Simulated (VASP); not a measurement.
A run of VASP 6.6.1 is set up as follows.

POSCAR

```
Ga3SbAs2
1.0
   -2.0611451799      6.1747134145      2.9075522872
    2.0611451799     -6.1747134145      2.9075522872
    2.0611451799      6.1747134145     -2.9075522872
As Ga Sb
2 3 1
Direct
    0.3317669972      0.0001508375      0.3316161597
    0.6685346779      0.0001508375      0.6683838403
    0.5632245786      0.7384477831      0.8247767955
    0.9136709876      0.7384477831      0.1752232045
    0.2734960246      0.7734960246      0.5000000000
   -0.0006932658     -0.0006932658      0.0000000000
```

File INCAR.step1:

```
PREC = Accurate
ENCUT = 520
ISMEAR = -1
SIGMA = 0.02
LREAL = F
LASPH = T
NELM = 100
NBANDS = 36
GGA = PE
ALGO = Normal
EDIFF = 1E-4
LWAVE = T
LCHARG = F
```

INCAR.step2

```
PREC = Accurate
ENCUT = 520
EDIFF = 1E-7
ISMEAR = -1
SIGMA = 0.02
LREAL = F
LASPH = T
NELM = 100
ALGO = Normal
ISIF = 2
LWAVE = F
LCHARG = F
METAGGA = R2SCAN
LMIXTAU = T
NBANDS = 36
ISTART = 1
```

File KPOINTS:

```
regular mesh
0
Gamma
  6 6 6
```

Potentials or basis: VASP PAW PBE potentials, release 64 (As, Ga_d, Sb).

Command:

```bash
$ cat potpaw_PBE.64/As/POTCAR potpaw_PBE.64/Ga_d/POTCAR potpaw_PBE.64/Sb/POTCAR > POTCAR
$ cp INCAR.step1 INCAR
$ mpirun -np 1 vasp_std > vasp.out
$ cp INCAR.step2 INCAR
$ mpirun -np 1 vasp_std > vasp.out
```

Q: Predict the largest force.

A: 0.007 eV/Å.

Q: What does it give for the band gap on the k mesh?

A: 0.49 eV.

Q: What does it give for the pressure?

A: 0.1 GPa.

Forces on the atoms (eV/Å):
```
As   0.000  0.000  0.000
As   0.000  0.000  0.000
Ga   0.000 -0.007  0.000
Ga   0.000  0.007  0.000
Ga   0.000  0.000  0.005
Sb   0.000  0.000 -0.005
```

Caveat: the PAW data sets were made with another functional, which shifts forces and pressure a little; spin-orbit coupling is left out, which moves the levels of the heavy elements. A k mesh can miss the band edges.
